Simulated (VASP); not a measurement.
# Ge (C2/c) in VASP: further runs

The runs below take Ge through single point, with RPBE.

All numbers are computed with VASP 6.6.1; they aren't measurements. Logs are shortened: lines on timing, memory, paths and dates and some standing lists are left out, and cuts for length are marked.

## 1. The cell of the first run

Symmetry: C2/c, No. 15, monoclinic system. Conventional cell: a = 2.849 Å, b = 7.287 Å, c = 3.926 Å, α = 90.00°, β = 111.09°, γ = 90.00°. Ge (site symmetry 2) has 10 Ge at 2.68 to 3.35 Å within 3.5 Å.

## 2. Single point, RPBE (volume scaled by 0.96)

Contents of INCAR:

```
ALGO     = Normal         # electronic algorithm
EDIFF    = 1E-7           # SCF threshold, eV
ENCUT    = 520            # plane-wave cutoff, eV
GGA      = RP             # functional
ISIF     = 2              # what is computed and relaxed
ISMEAR   = -1             # smearing method
LASPH    = T              # aspherical terms in the spheres
LCHARG   = T              # write CHGCAR
LELF     = T              # ELF
LREAL    = F              # projectors in reciprocal space
LVHAR    = T            
LWAVE    = F              # write WAVECAR
NBANDS   = 21             # bands
NELM     = 100            # most SCF steps
PREC     = Accurate       # precision mode
SIGMA    = 0.1            # smearing width, eV
```

Contents of KPOINTS:

```
k-points
0
Gamma
  14 14 10
```

Contents of POSCAR:

```
Ge
1.0
   -2.5748110203      2.5779164534      1.4242563878
    2.5779164534     -2.5748110203      1.4242563878
    2.5887971611      2.5887971611     -1.4185687813
Ge
2
Direct
    0.9997552703      0.0002447297      0.0000000000
    0.7502447297      0.2497552703      0.5000000000
```

Potentials or basis: VASP PAW PBE potentials, release 64 (Ge_d).

The run is started by

```sh
$ cat potpaw_PBE.64/Ge_d/POTCAR > POTCAR
$ mpirun -np 1 vasp_std > vasp.out
```

OUTCAR:

```text
EDIFF = 1E-7
   ENCUT = 520
   GGA = RP
   ISIF = 2
   ISMEAR = -1
   LASPH = T
   LREAL = F
   NELM = 100
   PREC = Accurate

 ion  position               nearest neighbor table
   1  1.000  0.000  0.000-   2 2.68   2 2.68   2 2.68   2 2.68
   2  0.750  0.250  0.500-   1 2.68   1 2.68   1 2.68   1 2.68

  LATTYP: Found a base centered monoclinic cell.
 ALAT       =     2.8485161611
 B/A-ratio  =     2.5581940436
 C/A-ratio  =     1.3783778133
 COS(beta)  =    -0.3598581844

  Lattice vectors:

 A1 = (  -2.5748110203,   2.5779164534,   1.4242563878)
 A2 = (   2.5779164534,  -2.5748110203,   1.4242563878)
 A3 = (   2.5887971611,   2.5887971611,  -1.4185687813)

Analysis of symmetry for initial positions (statically):
=====================================================================
 Subroutine PRICEL returns:
 Original cell was already a primitive cell.

 Routine SETGRP: Setting up the symmetry group for a
 base centered monoclinic supercell.

 Subroutine GETGRP returns: Found  4 space group operations
 (whereof  2 operations were pure point group operations)
 out of a pool of  4 trial point group operations.

The static configuration has the point symmetry C_2 .
 The point group associated with its full space group is C_2h.

Analysis of symmetry for dynamics (positions and initial velocities):
=====================================================================
 Subroutine PRICEL returns:
 Original cell was already a primitive cell.

 Routine SETGRP: Setting up the symmetry group for a
 base centered monoclinic supercell.

 Subroutine GETGRP returns: Found  4 space group operations
 (whereof  2 operations were pure point group operations)
 out of a pool of  4 trial point group operations.

The dynamic configuration has the point symmetry C_2 .
 The point group associated with its full space group is C_2h.

 Subroutine INISYM returns: Found  4 space group operations
 (whereof  2 operations are pure point group operations),
 and found     1 'primitive' translations

----------------------------------------------------------------------------------------

                                     Primitive cell

  volume of cell :      38.0201

  direct lattice vectors                    reciprocal lattice vectors
    -2.574811020  2.577916453  1.424256388    -0.000909109  0.193162867  0.350850794
     2.577916453 -2.574811020  1.424256388     0.193162867 -0.000909109  0.350850794
     2.588797161  2.588797161 -1.418568781     0.193024580  0.193024580 -0.000420869

  length of vectors
     3.912008600  3.912008600  3.926331477     0.400510923  0.400510923  0.272978303

  position of ions in fractional coordinates (direct lattice)
     0.999755270  0.000244730  1.000000000
     0.750244730  0.249755270  0.500000000

  ion indices of the primitive-cell ions
   primitive index   ion index
                 1           1
                 2           2

----------------------------------------------------------------------------------------

 KPOINTS: k-points

Automatic generation of k-mesh.
 Grid dimensions read from file:
 generate k-points for:   14   14   10

 Generating k-lattice:

  Cartesian coordinates                     Fractional coordinates (reciprocal lattice)
    -0.000064936  0.013797348  0.025060771     0.071428571 -0.000000000  0.000000000
     0.013797348 -0.000064936  0.025060771    -0.000000000  0.071428571  0.000000000
     0.019302458  0.019302458 -0.000042087    -0.000000000 -0.000000000  0.100000000

  Length of vectors
     0.028607923  0.028607923  0.027297830

  Shift w.r.t. Gamma in fractional coordinates (k-lattice)
     0.000000000  0.000000000  0.000000000

 Subroutine IBZKPT returns following result:
 ===========================================

 Found    534 irreducible k-points:

 Following reciprocal coordinates:
            Coordinates               Weight
  0.000000  0.000000  0.000000      1.000000
  0.071429 -0.000000  0.000000      4.000000
  0.142857 -0.000000  0.000000      4.000000
  0.214286 -0.000000  0.000000      4.000000
  0.285714 -0.000000  0.000000      4.000000
  0.357143 -0.000000  0.000000      4.000000
[... 16 lines left out ...]
  0.214286  0.142857  0.000000      4.000000
  0.285714  0.142857  0.000000      4.000000
 [... further k-points ...]
   k-points           NKPTS =    534   k-points in BZ     NKDIM =    534   number of bands    NBANDS=     21
   number of dos      NEDOS =    301   number of ions     NIONS =      2
   total plane-waves  NPLWV =  27000
   dimension x,y,z NGX =    30 NGY =   30 NGZ =   30
   dimension x,y,z NGXF=    60 NGYF=   60 NGZF=   60
   ions per type =               2
   NGX,Y,Z   is equivalent  to a cutoff of  12.75, 12.75, 12.70 a.u.
   NGXF,Y,Z  is equivalent  to a cutoff of  25.50, 25.50, 25.40 a.u.
 SYSTEM =  unknown system
   PREC   = accura    normal or accurate (medium, high low for compatibility)
   ISTART =      0    job   : 0-new  1-cont  2-samecut
   ICHARG =      2    charge: 1-file 2-atom 10-const
   ISPIN  =      1    spin polarized calculation?
   LNONCOLLINEAR =      F non collinear calculations
   LSORBIT =      F    spin-orbit coupling
   LASPH  =      T    aspherical Exc in radial PAW
   ENCUT  =  520.0 eV  38.22 Ry    6.18 a.u.   7.27  7.27  7.30*2*pi/ulx,y,z
   NELM   =    100;   NELMIN=  2; NELMDL= -5     # of ELM steps
   EDIFF  = 0.1E-06   stopping-criterion for ELM
   LREAL  =      F    real-space projection
   EDIFFG = 0.1E-05   stopping-criterion for IOM
   NSW    =      0    number of steps for IOM
   IBRION =     -1    ionic relax: 0-MD 1-quasi-New 2-CG
   NFREE  =      0    steps in history (QN), initial steepest desc. (CG)
   ISIF   =      2    stress and relaxation
   ISYM   =      2    0-nonsym 1-usesym 2-fastsym
   POTIM  = 0.5000    time-step for ionic-motion
   TEBEG  =    0.0;   TEEND  =   0.0 temperature during run
   PSTRESS=    0.0 pullay stress
   NELECT =      28.0000    total number of electrons
   NUPDOWN=      -1.0000    fix difference up-down
   EMIN   =  10.00;   EMAX   =-10.00  energy-range for DOS
   EFERMI =   0.00;   METHOD = LEGACY
   ISMEAR =    -1;   SIGMA  =   0.10  broadening in eV -4-tet -1-fermi 0-gaus
   EFERMI_NEDOS =   21; number of points for ismear=-14 and -15
   IALGO  =     38    algorithm
   IMIX   =      4    mixing-type and parameters
     AMIX     =   0.40;   BMIX     =  1.00
     AMIX_MAG =   1.60;   BMIX_MAG =  1.00
  volume/ion in A,a.u.               =      19.01       128.29
  Fermi-wavevector in a.u.,A,eV,Ry     =   1.478393  2.793758 29.737522  2.185646
  Thomas-Fermi vector in A             =   2.592680
   LORBIT       =      0    0 simple, 1 ext, 2 COOP (PROOUT), +10 PAW based schemes
   GGA     = RP    functional components
   LHFCALC =     F    Hartree Fock is set to
   AEXX    =    0.0000 exact exchange contribution
   IVDW    =     0    specifies the selected vdW correction
   LEPSILON=     F    determine dielectric tensor
   LRPA    =     F    only Hartree local field effects (RPA)
 non-spin polarized calculation
  energy-cutoff  :      520.00
  volume of cell :       38.02
 maximum number of plane-waves:      1049
 NGX is ok and might be reduce to    30
   NGX = 15   NGY = 15   NGZ = 15

 number of electron      28.0000020 magnetization

 Free energy of the ion-electron system (eV)
  ---------------------------------------------------
  ext. energy  EPLUGINS =         0.00000000
  ---------------------------------------------------
  free energy    TOTEN  =        -7.83675898 eV

  energy without entropy =       -7.80934048  energy(sigma->0) =       -7.82304973

 E-fermi :   6.6133     XC(G=0): -11.0843

 val. band max:        6.6126599673   @ k =  -0.2143  -0.2143   0.3000
 cond. band min:       6.6138112452   @ k =   0.5000   0.2143   0.4000
 fundamental gap:      0.0011512779
 Fermi energy:         6.6132749974

 k-point     1 :       0.0000    0.0000    0.0000
  band No.  band energies     occupation
      1     -18.1647      2.00000
      2     -18.1177      2.00000
      3     -18.0931      2.00000
      4     -18.0868      2.00000
      5     -18.0006      2.00000
      6     -18.0004      2.00000
[... 13 lines left out ...]
     20      18.1812      0.00000
     21      19.0398      0.00000

 k-point     2 :       0.0714   -0.0000    0.0000
  band No.  band energies     occupation
      1     -18.1630      2.00000
      2     -18.1121      2.00000
      3     -18.0907      2.00000
      4     -18.0799      2.00000
      5     -18.0051      2.00000
      6     -18.0042      2.00000
[... 13 lines left out ...]
     20      18.1163      0.00000
     21      18.9338      0.00000

 k-point     3 :       0.1429   -0.0000    0.0000
  band No.  band energies     occupation
      1     -18.1575      2.00000
      2     -18.0971      2.00000
      3     -18.0841      2.00000
      4     -18.0631      2.00000
      5     -18.0153      2.00000
      6     -18.0087      2.00000
[... 13 lines left out ...]
     20      16.9538      0.00000
     21      17.5681      0.00000

 k-point     4 :       0.2143   -0.0000    0.0000
  band No.  band energies     occupation
      1     -18.1491      2.00000
      2     -18.0791      2.00000
      3     -18.0747      2.00000
      4     -18.0486      2.00000
      5     -18.0274      2.00000
      6     -18.0055      2.00000
[... 13 lines left out ...]
     20      15.7977      0.00000
     21      17.2523      0.00000

 k-point     5 :       0.2857   -0.0000    0.0000
  band No.  band energies     occupation
      1     -18.1399      2.00000
      2     -18.0670      2.00000
      3     -18.0666      2.00000
      4     -18.0494      2.00000
      5     -18.0366      2.00000
      6     -18.0116      2.00000
[... 13 lines left out ...]
     20      14.9753      0.00000
     21      17.7038      0.00000
[... 382 lines left out ...]
     20      18.5499      0.00000
     21      18.9077      0.00000

 k-point    22 :       0.1429    0.1429    0.0000
  band No.  band energies     occupation
      1     -18.1460      2.00000
      2     -18.0697      2.00000
      3     -18.0665      2.00000
      4     -18.0376      2.00000
      5     -18.0263      2.00000
      6     -18.0210      2.00000
[... 13 lines left out ...]
     20      15.5430      0.00000
     21      16.2224      0.00000

 k-point    23 :       0.2143    0.1429    0.0000
  band No.  band energies     occupation
      1     -18.1396      2.00000
      2     -18.0710      2.00000
      3     -18.0609      2.00000
      4     -18.0394      2.00000
      5     -18.0342      2.00000
      6     -18.0265      2.00000
[... 13 lines left out ...]
     20      15.2684      0.00000
     21      16.6479      0.00000

 k-point    24 :       0.2857    0.1429    0.0000
  band No.  band energies     occupation
      1     -18.1344      2.00000
      2     -18.0775      2.00000
      3     -18.0553      2.00000
      4     -18.0517      2.00000
      5     -18.0325      2.00000
      6     -18.0269      2.00000
[... 13 lines left out ...]
     20      16.0147      0.00000
     21      17.5843      0.00000

 [... further k-points ...]
[... 5 lines left out ...]
  --------------------------------------------------------------------------------------
  -------------------------------------------------------------------------------------
  Total        0.6409184      0.6409184      0.7193696     -0.0899365     -0.0062353     -0.0062353
  in kB       27.0085070     27.0085070     30.3144681     -3.7899528     -0.2627570     -0.2627589
  external PRESSURE =      28.1104940 kB  Pullay stress =       0.0000000 kB

 VOLUME and BASIS-vectors are now :
 -----------------------------------------------------------------------------
  energy-cutoff  :      520.00
  volume of cell :       38.02
      direct lattice vectors                 reciprocal lattice vectors
    -2.574811020  2.577916453  1.424256388    -0.000909109  0.193162867  0.350850794
     2.577916453 -2.574811020  1.424256388     0.193162867 -0.000909109  0.350850794
     2.588797161  2.588797161 -1.418568781     0.193024580  0.193024580 -0.000420869

 POSITION                                       TOTAL-FORCE (eV/Angst)
 -----------------------------------------------------------------------------------
     -2.57355      2.57666      1.42426        -0.009948      0.009948      0.000000
      0.00651      2.58539      0.71497         0.009948     -0.009948     -0.000000
 -----------------------------------------------------------------------------------
    total drift:                                0.000000      0.000000     -0.000000

  FREE ENERGIE OF THE ION-ELECTRON SYSTEM (eV)
  ---------------------------------------------------
  free  energy   TOTEN  =        -7.8367589828 eV

  energy  without entropy=       -7.8093404813  energy(sigma->0) =       -7.82304973
```

It took 4.6 min on 1 thread of Intel Xeon 6975P-C (Granite Rapids), shared host; peak memory 0.43 GiB.

Results:

- Free energy: -7.8368 eV
- Pressure: 2.8 GPa
- Largest force: 0.014 eV/Å
- Band gap on the k mesh: zero (band 14 reaches 8.53 eV, above the bottom of band 15 at 3.41 eV)

Forces in eV/Å, atoms in the order of the input:
```
Ge  -0.010  0.010  0.000
Ge   0.010 -0.010  0.000
```

Levels at points of the mesh, in eV from the Fermi level:
| k point | band 10 | band 11 | band 12 | band 13 | band 14 | band 15 | band 16 | band 17 | band 18 | band 19 |
| --- | --- | --- | --- | --- | --- | --- | --- | --- | --- | --- |
| (0.00, 0.00, 0.00) | -24.48 | -13.06 | -3.89 | -2.24 | -2.14 | 3.39 | 7.61 | 7.64 | 7.73 | 7.94 |
| (0.50, 0.00, 0.00) | -24.52 | -8.07 | -6.32 | -2.58 | -1.87 | -1.36 | 2.50 | 3.58 | 5.45 | 8.81 |
| (0.50, 0.50, 0.00) | -24.56 | -10.34 | -10.31 | 0.67 | 0.70 | 2.00 | 2.00 | 7.10 | 7.18 | 10.89 |
| (0.00, 0.00, 0.50) | -24.56 | -10.35 | -10.35 | 0.75 | 0.75 | 2.09 | 2.09 | 7.16 | 7.16 | 10.95 |
| (0.50, 0.00, 0.50) | -24.52 | -8.04 | -6.32 | -2.60 | -1.88 | -1.38 | 2.49 | 3.51 | 5.45 | 8.83 |
| (0.50, 0.50, 0.50) | -24.60 | -8.67 | -8.67 | -5.72 | -5.72 | 5.75 | 5.75 | 11.01 | 11.01 | 15.10 |

Caveat: the PAW data sets were made with another functional, which shifts forces and pressure a little.

(Continued in part 2 of 3.)
